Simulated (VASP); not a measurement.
# Ti (Im-3m) in VASP: notebook

Ti is run at these levels: PBEsol; tasks: single point.

All numbers are computed with VASP 6.6.1; they aren't measurements. Logs are shortened: lines on timing, memory, paths and dates and some standing lists are left out, and cuts for length are marked.

**1. The cell of the first run**

The structure is cubic, space group Im-3m (No. 229). The conventional cell has a = 3.076 Å, b = 3.076 Å, c = 3.076 Å, α = 90.00°, β = 90.00°, γ = 90.00°. Ti (site symmetry m-3m) has 14 Ti at 2.66 to 3.08 Å within 3.5 Å.

This isn't the form of Ti at room conditions, which is hcp.

**2. Single point, PBEsol, collinear spin (14.56 Å³/atom)**

INCAR reads:

```
SYSTEM = Ti
PREC = Accurate
ENCUT = 520
EDIFF = 1E-6
ISMEAR = 0
SIGMA = 0.15
LREAL = .False.
LASPH = .True.
NELM = 150
ALGO = Normal
ISIF = 2
LWAVE = .False.
LCHARG = .False.
ISPIN = 2
MAGMOM = 0.875
LORBIT = 11
NUPDOWN = 0.875
LMAXMIX = 4
GGA = PS
NBANDS = 16
```

KPOINTS reads:

```
Automatic mesh
0
Gamma
  22 22 22
  0 0 0
```

POSCAR reads:

```
Ti
1.0
   -1.5381686782      1.5381686782      1.5381686782
    1.5381686782     -1.5381686782      1.5381686782
    1.5381686782      1.5381686782     -1.5381686782
Ti
1
Direct
    0.0000000000      0.0000000000      0.0000000000
```

Potentials or basis: VASP PAW PBE potentials, release 64 (Ti_sv).

Command:

```sh
$ cat potpaw_PBE.64/Ti_sv/POTCAR > POTCAR
$ mpirun -np 1 vasp_std > vasp.out
```

OUTCAR:

```text
SYSTEM = Ti
   PREC = Accurate
   ENCUT = 520
   EDIFF = 1E-6
   ISMEAR = 0
   LREAL = .False.
   LASPH = .True.
   NELM = 150
   ISIF = 2
   ISPIN = 2
   LORBIT = 11
   NUPDOWN = 0.875
   GGA = PS

 ion  position               nearest neighbor table
   1  0.000  0.000  0.000-

  LATTYP: Found a body centered cubic cell.
 ALAT       =     3.0763373564

  Lattice vectors:

 A1 = (  -1.5381686782,   1.5381686782,   1.5381686782)
 A2 = (   1.5381686782,  -1.5381686782,   1.5381686782)
 A3 = (   1.5381686782,   1.5381686782,  -1.5381686782)

Analysis of symmetry for initial positions (statically):
=====================================================================
 Subroutine PRICEL returns:
 Original cell was already a primitive cell.

 Routine SETGRP: Setting up the symmetry group for a
 body centered cubic supercell.

 Subroutine GETGRP returns: Found 48 space group operations
 (whereof 48 operations were pure point group operations)
 out of a pool of 48 trial point group operations.

The static configuration has the point symmetry O_h .

Analysis of symmetry for dynamics (positions and initial velocities):
=====================================================================
 Subroutine PRICEL returns:
 Original cell was already a primitive cell.

 Routine SETGRP: Setting up the symmetry group for a
 body centered cubic supercell.

 Subroutine GETGRP returns: Found 48 space group operations
 (whereof 48 operations were pure point group operations)
 out of a pool of 48 trial point group operations.

The dynamic configuration has the point symmetry O_h .

Analysis of structural, dynamic, and magnetic symmetry:
=====================================================================
 Subroutine PRICEL returns:
 Original cell was already a primitive cell.

 Routine SETGRP: Setting up the symmetry group for a
 body centered cubic supercell.

 Subroutine GETGRP returns: Found 48 space group operations
 (whereof 48 operations were pure point group operations)
 out of a pool of 48 trial point group operations.

The overall configuration has the point symmetry O_h .

 Subroutine INISYM returns: Found 48 space group operations
 (whereof 48 operations are pure point group operations),
 and found     1 'primitive' translations

----------------------------------------------------------------------------------------

                                     Primitive cell

  volume of cell :      14.5570

  direct lattice vectors                    reciprocal lattice vectors
    -1.538168678  1.538168678  1.538168678     0.000000000  0.325061879  0.325061879
     1.538168678 -1.538168678  1.538168678     0.325061879  0.000000000  0.325061879
     1.538168678  1.538168678 -1.538168678     0.325061879  0.325061879  0.000000000

  length of vectors
     2.664186301  2.664186301  2.664186301     0.459706917  0.459706917  0.459706917

  position of ions in fractional coordinates (direct lattice)
     0.000000000  0.000000000  0.000000000

  ion indices of the primitive-cell ions
   primitive index   ion index
                 1           1

----------------------------------------------------------------------------------------

 KPOINTS: Automatic mesh

Automatic generation of k-mesh.
 Grid dimensions read from file:
 generate k-points for:   22   22   22

 Generating k-lattice:

  Cartesian coordinates                     Fractional coordinates (reciprocal lattice)
     0.000000000  0.014775540  0.014775540     0.045454545  0.000000000  0.000000000
     0.014775540  0.000000000  0.014775540     0.000000000  0.045454545  0.000000000
     0.014775540  0.014775540  0.000000000     0.000000000  0.000000000  0.045454545

  Length of vectors
     0.020895769  0.020895769  0.020895769

  Shift w.r.t. Gamma in fractional coordinates (k-lattice)
     0.000000000  0.000000000  0.000000000

 Subroutine IBZKPT returns following result:
 ===========================================

 Found    328 irreducible k-points:

 Following reciprocal coordinates:
            Coordinates               Weight
  0.000000  0.000000  0.000000      1.000000
  0.045455  0.000000  0.000000     12.000000
  0.090909  0.000000  0.000000     12.000000
  0.136364  0.000000  0.000000     12.000000
  0.181818  0.000000  0.000000     12.000000
  0.227273  0.000000  0.000000     12.000000
[... 16 lines left out ...]
  0.090909  0.090909  0.000000     24.000000
  0.136364  0.090909  0.000000     48.000000
 [... further k-points ...]
   k-points           NKPTS =    328   k-points in BZ     NKDIM =    328   number of bands    NBANDS=     16
   number of dos      NEDOS =    301   number of ions     NIONS =      1
   total plane-waves  NPLWV =   8000
   dimension x,y,z NGX =    20 NGY =   20 NGZ =   20
   dimension x,y,z NGXF=    40 NGYF=   40 NGZF=   40
   ions per type =               1
   NGX,Y,Z   is equivalent  to a cutoff of  12.48, 12.48, 12.48 a.u.
   NGXF,Y,Z  is equivalent  to a cutoff of  24.96, 24.96, 24.96 a.u.
 SYSTEM =  Ti
   PREC   = accura    normal or accurate (medium, high low for compatibility)
   ISTART =      0    job   : 0-new  1-cont  2-samecut
   ICHARG =      2    charge: 1-file 2-atom 10-const
   ISPIN  =      2    spin polarized calculation?
   LNONCOLLINEAR =      F non collinear calculations
   LSORBIT =      F    spin-orbit coupling
   LASPH  =      T    aspherical Exc in radial PAW
   ENCUT  =  520.0 eV  38.22 Ry    6.18 a.u.   4.95  4.95  4.95*2*pi/ulx,y,z
   NELM   =    150;   NELMIN=  2; NELMDL= -5     # of ELM steps
   EDIFF  = 0.1E-05   stopping-criterion for ELM
   LREAL  =      F    real-space projection
   EDIFFG = 0.1E-04   stopping-criterion for IOM
   NSW    =      0    number of steps for IOM
   IBRION =     -1    ionic relax: 0-MD 1-quasi-New 2-CG
   NFREE  =      0    steps in history (QN), initial steepest desc. (CG)
   ISIF   =      2    stress and relaxation
   ISYM   =      2    0-nonsym 1-usesym 2-fastsym
   POTIM  = 0.5000    time-step for ionic-motion
   TEBEG  =    0.0;   TEEND  =   0.0 temperature during run
   PSTRESS=    0.0 pullay stress
   NELECT =      12.0000    total number of electrons
   NUPDOWN=       0.8750    fix difference up-down
   EMIN   =  10.00;   EMAX   =-10.00  energy-range for DOS
   EFERMI =   0.00;   METHOD = LEGACY
   ISMEAR =     0;   SIGMA  =   0.15  broadening in eV -4-tet -1-fermi 0-gaus
   EFERMI_NEDOS =   21; number of points for ismear=-14 and -15
   IALGO  =     38    algorithm
   IMIX   =      4    mixing-type and parameters
     AMIX     =   0.40;   BMIX     =  1.00
     AMIX_MAG =   1.60;   BMIX_MAG =  1.00
  volume/ion in A,a.u.               =      14.56        98.24
  Fermi-wavevector in a.u.,A,eV,Ry     =   1.535010  2.900749 32.058816  2.356257
  Thomas-Fermi vector in A             =   2.641858
   LORBIT       =     11    0 simple, 1 ext, 2 COOP (PROOUT), +10 PAW based schemes
   GGA     = PS    functional components
   LHFCALC =     F    Hartree Fock is set to
   AEXX    =    0.0000 exact exchange contribution
   IVDW    =     0    specifies the selected vdW correction
   LEPSILON=     F    determine dielectric tensor
   LRPA    =     F    only Hartree local field effects (RPA)
 spin polarized calculation
 Gauss-broadening in eV      SIGMA  =   0.15
  energy-cutoff  :      520.00
  volume of cell :       14.56
 maximum number of plane-waves:       406
   NGX =  9   NGY =  9   NGZ =  9

 number of electron      12.0000005 magnetization       0.8750001

 Free energy of the ion-electron system (eV)
  ---------------------------------------------------
  ext. energy  EPLUGINS =         0.00000000
  ---------------------------------------------------
  free energy    TOTEN  =        -8.08771959 eV

  energy without entropy =       -8.06683873  energy(sigma->0) =       -8.07727916

 E-fermi :   9.7784     XC(G=0): -12.4841

 val. band max:       10.0510346871   @ k =  -0.2273   0.2727   0.0455
 cond. band min:       9.7807599267   @ k =  -0.2727   0.3636   0.1364
 fundamental gap:     -0.2702747604
 Fermi energy:        10.0516506210

 spin component 1

 k-point     1 :       0.0000    0.0000    0.0000
  band No.  band energies     occupation
      1     -46.3307      1.00000
      2     -21.9994      1.00000
      3     -21.9994      1.00000
      4     -21.9994      1.00000
      5       3.3102      1.00000
      6      10.6991      0.00000
[... 8 lines left out ...]
     15      35.8147      0.00000
     16      40.5235      0.00000

 k-point     2 :       0.0455    0.0000    0.0000
  band No.  band energies     occupation
      1     -46.3254      1.00000
      2     -22.0251      1.00000
      3     -22.0069      1.00000
      4     -21.9996      1.00000
      5       3.3951      1.00000
      6      10.6564      0.00000
[... 8 lines left out ...]
     15      35.9205      0.00000
     16      39.4725      0.00000
[... 387 lines left out ...]
      5       4.2732      1.00000
      6      10.3096      0.00752
[... 8 lines left out ...]
     15      35.1127      0.00000
     16      37.1933      0.00000

 k-point    24 :       0.1364    0.0909    0.0000
  band No.  band energies     occupation
      1     -46.2400      1.00000
      2     -22.4160      1.00000
      3     -22.1046      1.00000
      4     -22.0320      1.00000
      5       4.7779      1.00000
      6      10.0983      0.33005
[... 8 lines left out ...]
     15      34.2451      0.00000
     16      37.4389      0.00000

 [... further k-points ...]

 spin component 2

 k-point     1 :       0.0000    0.0000    0.0000
  band No.  band energies     occupation
      1     -45.7882      1.00000
      2     -21.4580      1.00000
      3     -21.4580      1.00000
      4     -21.4580      1.00000
      5       4.0049      1.00000
      6      11.4181      0.00000
[... 8 lines left out ...]
     15      36.3346      0.00000
     16      41.3483      0.00000

 k-point     2 :       0.0455    0.0000    0.0000
  band No.  band energies     occupation
      1     -45.7829      1.00000
      2     -21.4833      1.00000
      3     -21.4654      1.00000
      4     -21.4582      1.00000
      5       4.0897      1.00000
      6      11.3757      0.00000
[... 8 lines left out ...]
     15      36.4493      0.00000
     16      40.2223      0.00000
[... 387 lines left out ...]
      5       4.9658      1.00000
      6      11.0269      0.00000
[... 8 lines left out ...]
     15      35.8516      0.00000
     16      37.8136      0.00000

 k-point    24 :       0.1364    0.0909    0.0000
  band No.  band energies     occupation
      1     -45.6986      1.00000
      2     -21.8685      1.00000
      3     -21.5613      1.00000
      4     -21.4904      1.00000
      5       5.4695      1.00000
      6      10.8139      0.00000
[... 8 lines left out ...]
     15      34.8533      0.00000
     16      38.1620      0.00000

 [... further k-points ...]

------------------------ aborting loop because EDIFF is reached ----------------------------------------

  FORCE on cell =-STRESS in cart. coord.  units (eV):
  Direction    XX          YY          ZZ          XY          YZ          ZX
  --------------------------------------------------------------------------------------
  -------------------------------------------------------------------------------------
  Total        1.8614792      1.8614792      1.8614792     -0.0000000     -0.0000000      0.0000000
  in kB      204.8787377    204.8787377    204.8787377     -0.0000000     -0.0000000      0.0000000
  external PRESSURE =     204.8787377 kB  Pullay stress =       0.0000000 kB

 VOLUME and BASIS-vectors are now :
 -----------------------------------------------------------------------------
  energy-cutoff  :      520.00
  volume of cell :       14.56
      direct lattice vectors                 reciprocal lattice vectors
    -1.538168678  1.538168678  1.538168678     0.000000000  0.325061879  0.325061879
     1.538168678 -1.538168678  1.538168678     0.325061879  0.000000000  0.325061879
     1.538168678  1.538168678 -1.538168678     0.325061879  0.325061879  0.000000000

 POSITION                                       TOTAL-FORCE (eV/Angst)
 -----------------------------------------------------------------------------------
      0.00000      0.00000      0.00000        -0.000000      0.000000     -0.000000
 -----------------------------------------------------------------------------------
    total drift:                                0.000000     -0.000000      0.000000

  FREE ENERGIE OF THE ION-ELECTRON SYSTEM (eV)
  ---------------------------------------------------
  free  energy   TOTEN  =        -8.0877195853 eV

  energy  without entropy=       -8.0668387275  energy(sigma->0) =       -8.07727916

 total charge

# of ion       s       p       d       tot
------------------------------------------
    1        2.284   6.147   2.081  10.511

 magnetization (x)

# of ion       s       p       d       tot
------------------------------------------
    1        0.008   0.064   0.575   0.646
```

Wall time 96 s (1 thread of Intel Xeon 6975P-C, shared host); peak memory 0.22 GiB.

Results:

| Item | Value |
| --- | --- |
| Free energy | -8.0877 eV |
| Pressure | 20.5 GPa |
| Net moment | 0.88 μB per cell |
| Site moments | Ti +0.65 μB |
| Valence electrons inside the program's atomic spheres | Ti 10.51 |

Caveat: the cell stands under pressure; the PAW data sets were made with another functional, which shifts forces and pressure a little; the total moment is fixed, so each spin has its own Fermi level and the state may be an excited one.

**3. Single point, PBEsol, collinear spin (14.56 Å³/atom)**

INCAR reads:

```
SYSTEM = Ti
PREC = Accurate
ENCUT = 520
EDIFF = 1E-7
ISMEAR = 0
SIGMA = 0.15
LREAL = .False.
LASPH = .True.
NELM = 150
ALGO = Normal
ISIF = 2
LWAVE = .False.
LCHARG = .True.
ISPIN = 2
MAGMOM = 0.375
LORBIT = 11
NUPDOWN = 0.375
LMAXMIX = 4
GGA = PS
LELF = .True.
LVHAR = .True.
NBANDS = 16
```

KPOINTS reads:

```
regular mesh
0
Gamma
  22 22 22
  0 0 0
```

POSCAR is that of step 2.

Potentials or basis: VASP PAW PBE potentials, release 64 (Ti_sv).

Command:

```sh
$ cat potpaw_PBE.64/Ti_sv/POTCAR > POTCAR
$ mpirun -np 1 vasp_std > vasp.out
```

Wall time 2 min (1 thread of Intel Xeon 6975P-C, shared host); peak memory 0.22 GiB.

The run converged. Its results:

* Free energy: -8.1383 eV
* Pressure: 17.8 GPa
* Net moment: 0.38 μB per cell
* Site moments: Ti +0.28 μB
* Valence electrons inside the program's atomic spheres: Ti 10.51

Caveat: the cell stands under pressure; the PAW data sets were made with another functional, which shifts forces and pressure a little; the total moment is fixed, so each spin has its own Fermi level and the state may be an excited one.

**4. Single point, PBEsol, collinear spin (15.55 Å³/atom)**

This run uses another cell than the first one, of 15.55 Å³/atom.

INCAR reads:

```
ALGO = Normal ; EDIFF = 1E-6
ENCUT = 520 ; GGA = PS
ISIF = 2 ; ISMEAR = 0
ISPIN = 2 ; LASPH = T
LCHARG = T ; LELF = T
LMAXMIX = 4 ; LORBIT = 11
LREAL = F ; LVHAR = T
LWAVE = F ; MAGMOM = 0.5
NBANDS = 16 ; NELM = 150
NUPDOWN = 0.5 ; PREC = Accurate
SIGMA = 0.15
```

KPOINTS reads:

```
k-points
0
Gamma
  22 22 22
```

POSCAR reads:

```
Ti
1.0
   -1.5723437212      1.5723437212      1.5723437212
    1.5723437212     -1.5723437212      1.5723437212
    1.5723437212      1.5723437212     -1.5723437212
Ti
1
Direct
    0.0000000000      0.0000000000      0.0000000000
```

Command:

```sh
$ cat potpaw_PBE.64/Ti_sv/POTCAR > POTCAR
$ mpirun -np 1 vasp_std > vasp.out
```

It took 1.8 min on 1 thread of Intel Xeon 6975P-C, shared host; peak memory 0.23 GiB.

Results (log left out):

| Quantity | Value |
| --- | --- |
| Free energy | -8.2102 eV |
| Pressure | 8.3 GPa |
| Net moment | 0.50 μB per cell |
| Site moments | Ti +0.36 μB |
| Valence electrons inside the program's atomic spheres | Ti 10.41 |

Caveat: the cell stands under pressure; the PAW data sets were made with another functional, which shifts forces and pressure a little; the total moment is fixed, so each spin has its own Fermi level and the state may be an excited one.

**5. Single point, PBEsol, collinear spin (15.55 Å³/atom)**

This run uses another cell than the first one, of 15.55 Å³/atom.

INCAR reads:

```
ALGO = Fast ; EDIFF = 1E-7
ENCUT = 520 ; GGA = PS
ISIF = 2 ; ISMEAR = 0
ISPIN = 2 ; LASPH = T
LCHARG = F ; LMAXMIX = 4
LORBIT = 11 ; LREAL = F
LWAVE = F ; MAGMOM = 0.25
NBANDS = 16 ; NELM = 150
NUPDOWN = 0.25 ; PREC = Accurate
SIGMA = 0.15
```

KPOINTS is that of step 4.

POSCAR is that of step 4.

Command:

```sh
$ cat potpaw_PBE.64/Ti_sv/POTCAR > POTCAR
$ mpirun -np 1 vasp_std > vasp.out
```

Run time: 2.5 min. Hardware: 1 thread of Intel Xeon 6975P-C, shared host; peak memory 0.23 GiB.

The run converged. Its results:

```
Free energy                                           : -8.2220 eV
Pressure                                              : 7.6 GPa
Net moment                                            : 0.25 μB per cell
Site moments                                          : Ti +0.18 μB
Valence electrons inside the program's atomic spheres : Ti 10.41
```

Caveat: the cell stands under pressure; the PAW data sets were made with another functional, which shifts forces and pressure a little; the total moment is fixed, so each spin has its own Fermi level and the state may be an excited one.

**6. Summary**

```tsv
fixed moment (μB)	cell	pressure (GPa)	moment (μB)
0.875	a = 2.664 Å, angles 109.5°, 1 atom	20.5	0.88
0.375	a = 2.664 Å, angles 109.5°, 1 atom	17.8	0.38
0.5	a = 2.723 Å, angles 109.5°, 1 atom	8.3	0.50
0.25	a = 2.723 Å, angles 109.5°, 1 atom	7.6	0.25
```

Alike in all rows: task single point; level PBEsol; potentials or basis VASP PAW PBE potentials, release 64 (Ti_sv); spin collinear; k mesh 22 × 22 × 22; cutoff (eV) 520; smearing gaussian 0.15 eV.

Caveats: the cell stands under pressure; the PAW data sets were made with another functional, which shifts forces and pressure a little; the total moment is fixed, so each spin has its own Fermi level and the state may be an excited one.

Absolute energies hang on the potentials; compare differences alone.
